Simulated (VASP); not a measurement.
## Ti2HC: single point with LDA

The system is Ti2HC.

```
Ti H C
1.0
    -1.54828    2.68170    0.00000
    -3.09656    0.00000    0.00000
    -1.54828    0.89390    4.79488
Ti H C
2 1 1
Direct
  0.24395 0.24395 0.26816
  0.75605 0.75605 0.73184
  0.00000 0.00000 0.00000
  0.50000 0.50000 0.50000
```

```yaml
Program: VASP 6.6.1
Task: single point
Functional: LDA
Potentials_or_basis: VASP PAW LDA potentials, release 64 (Ti_sv, H, C)
Cutoff: 520 eV
k_mesh: 12 × 12 × 12
Occupations: gaussian, width 0.05 eV
Spin: no spin polarisation
Dipole_correction: no
k_mesh_for_the_DOS: 18 × 18 × 18
Occupations_for_the_DOS: tetrahedron
Further_INCAR_settings: ALGO = Normal; EDIFF = 1e-06; NBANDS = 22
```

```yaml
Valence_electrons_inside_the_program's_atomic_spheres: Ti 10.41; H 0.51; C 2.43
```

Levels at points of the mesh, in eV from the Fermi level:
```
           k point  band 13  band 14  band 15  band 16  band 17  band 18
(0.00, 0.00, 0.00)    -2.82     0.27     0.27     0.96     1.78     1.78
(0.50, 0.00, 0.00)    -2.56    -1.56    -0.47     1.49     2.30     2.65
(0.50, 0.50, 0.00)    -2.75    -1.82     0.28     2.24     2.69     2.74
(0.00, 0.00, 0.50)    -2.63     0.10     0.61     0.61     1.52     1.52
```

It took 2.3 min on 1 thread of Intel(R) Xeon(R) 6975P-C (Granite Rapids) (shared host), peak memory 0.52 GiB.
